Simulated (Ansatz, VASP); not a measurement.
# MgBe2SO2 in VASP and in Ansatz

```xyz
6
Lattice="3.6825 0.0000 0.0000 0.0000 3.6825 0.0000 0.0000 0.0000 5.2880" Properties=species:S:1:pos:R:3 pbc="T T T"
Mg    1.8412    1.8412    2.6440
Be    0.0000    1.8412    0.0000
Be    1.8412    0.0000    0.0000
S     1.8412    1.8412    0.0000
O     0.0000    1.8412    2.6440
O     1.8412    0.0000    2.6440
```

Alike in both runs: task single point; functional PBE; k mesh 6 × 6 × 4; occupations gaussian, width 0.1 eV; collinear spin.

|  | VASP | Ansatz |
| --- | --- | --- |
| version | VASP 6.6.1 | Ansatz 0.2.0 |
| potentials or method | VASP PAW PBE potentials, release 64 (Mg, Be, S, O), cutoff 520 eV | scalar-relativistic, plane waves, PAW |
| valence electrons in the cell | 24 | 32 |

|  | VASP | Ansatz | Ansatz less VASP |
| --- | --- | --- | --- |
| gap on the k mesh at the Fermi level (eV) | none | none | - |
| pressure (GPa) | 18.8 | 19.6 | +0.78 |
| traceless stress, the component that is largest in VASP (GPa) | -30.12 | -30.17 | -0.054 |
| net moment per atom (μB) | 0.00 | 0.19 | +0.185 |
| size of the moment on the site where the two differ most (μB) | 0.00 | 0.45 | +0.454 |

The net moments are unlike, so the other rows may belong to different states. Site moments also hang on the region over which each program counts them. A gap of «none» marks a metal or a gap that the smearing closes. VASP's potentials hold 24 valence electrons a cell and Ansatz's 32, so a difference there can come from the potentials and not from the codes.
